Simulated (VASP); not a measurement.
A run of VASP 6.6.1 is set up as follows.

Contents of INCAR:

```
SYSTEM = Se
ALGO     = Normal         ! electronic algorithm
EDIFF    = 1E-7           ! SCF threshold, eV
EDIFFG   = -0.002         ! ionic threshold
EFERMI   = MIDGAP       
ENCUT    = 500            ! plane-wave cutoff, eV
GGA_COMPAT= .FALSE.      
IBRION   = 2              ! ionic algorithm
ISIF     = 2              ! what is computed and relaxed
ISMEAR   = 0              ! smearing method
KPAR     = 4            
LASPH    = .TRUE.         ! aspherical terms in the spheres
LCHARG   = .FALSE.        ! write CHGCAR
LMIXTAU  = .TRUE.       
LREAL    = .FALSE.        ! projectors in reciprocal space
LWAVE    = .FALSE.        ! write WAVECAR
METAGGA  = RSCAN          ! meta-GGA
NELM     = 120            ! most SCF steps
NELMIN   = 4            
NSW      = 120            ! ionic steps
PREC     = Accurate       ! precision mode
SIGMA    = 0.03           ! smearing width, eV
```

File KPOINTS:

```
Automatic mesh
0
Gamma
  6 6 5
  0 0 0
```

POSCAR

```
Se
1.0
    4.3662000000      0.0000000000      0.0000000000
   -2.1831000000      3.7812401180      0.0000000000
    0.0000000000      0.0000000000      4.9536000000
Se
3
Direct
    0.7475690000      0.7477340000     -0.0064050000
    0.0079800000      0.2465540000      0.6646900000
    0.2205800000     -0.0014050000      0.3385650000
```

Potentials or basis: VASP PAW PBE potentials, release 64 (Se).

Launch:

```sh
$ cat potpaw_PBE.64/Se/POTCAR > POTCAR
$ mpirun -np 4 vasp_std > vasp.out
```

**Question.** Predict the band gap on the k mesh.

**Answer.** 1.52 eV (least direct gap 1.74 eV).

**Question.** Estimate the energy gained by relaxing.

**Answer.** 31.9 meV/atom.

Final structure:
```
Se
1.0
     4.36620    0.00000    0.00000
    -2.18310    3.78124    0.00000
     0.00000    0.00000    4.95360
Se
3
Direct
  0.76558 0.77118 0.99896
  0.99203 0.22408 0.66560
  0.21852 0.99762 0.33229
```

Caveat: the cell differs from its parent crystal (atoms moved at random); an odd mesh through Γ misses points on the zone boundary, where band edges can lie.
